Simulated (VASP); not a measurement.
Set up this calculation in VASP 6.6.1, as the native input.

```yaml
Task: single point
Functional: PBE
Dispersion: D3(BJ)
Potentials_or_basis: VASP PAW PBE potentials, release 64 (Se, Pt)
Cutoff: 520 eV
k_mesh: 9 × 9 × 1
Occupations: gaussian, width 0.05 eV
Spin: no spin polarisation
Dipole_correction: yes
Further_INCAR_settings: ALGO = Normal; EDIFF = 1e-07; NBANDS = 31
```

The structure of PtSe2 lies in POSCAR:

```
PtSe2
1.0
    3.7069017468      0.0000000000      0.0000000000
   -1.8534508734      3.2102710821      0.0000000000
    0.0000000000      0.0000000000     22.7988449202
Se Pt
4 2
Direct
    0.6666666667      0.3333333333      0.1973784205
    0.3333333333      0.6666666667      0.3135870473
    0.3333333333      1.1666666667      0.4521905604
    0.6666666667      0.8333333333      0.5683991871
    0.0000000000      0.0000000000      0.2554827339
    1.0000000000      1.5000000000      0.5102948737
```

This cell differs from its parent crystal: layers slid over each other.

One way to write it, as run:

INCAR

```
SYSTEM = PtSe2
PREC     = Accurate       ! precision mode
ENCUT    = 520            ! plane-wave cutoff, eV
EDIFF    = 1E-7           ! SCF threshold, eV
ISMEAR   = 0              ! smearing method
SIGMA    = 0.05           ! smearing width, eV
LREAL    = .False.        ! projectors in reciprocal space
LASPH    = .True.         ! aspherical terms in the spheres
NELM     = 60             ! most SCF steps
ALGO     = Normal         ! electronic algorithm
ISIF     = 2              ! what is computed and relaxed
LWAVE    = .False.        ! write WAVECAR
LCHARG   = .False.        ! write CHGCAR
LDIPOL   = .True.       
IDIPOL   = 3            
DIPOL    = 0.5 0.5 0.383
GGA      = PE             ! functional
IVDW     = 12             ! dispersion correction
NBANDS   = 31             ! bands
```

KPOINTS

```
regular mesh
0
Gamma
  9 9 1
  0 0 0
```

Potentials or basis: VASP PAW PBE potentials, release 64 (Se, Pt).

Launch:

```sh
$ cat potpaw_PBE.64/Se/POTCAR potpaw_PBE.64/Pt/POTCAR > POTCAR
$ mpirun -np 1 vasp_std > vasp.out
```

Results of the run:

- Largest force: 0.095 eV/Å
- Band gap on the k mesh: 0.77 eV (least direct gap 0.97 eV)
- Dispersion energy per atom: -0.355 eV

Caveat: the cell differs from its parent crystal (layers slid over each other); spin-orbit coupling is left out, which moves the levels of the heavy elements.

Run time: 5.7 min on 1 thread of AMD EPYC 7R13 Processor (Zen 3), with other jobs on the host, peak memory 0.45 GiB.
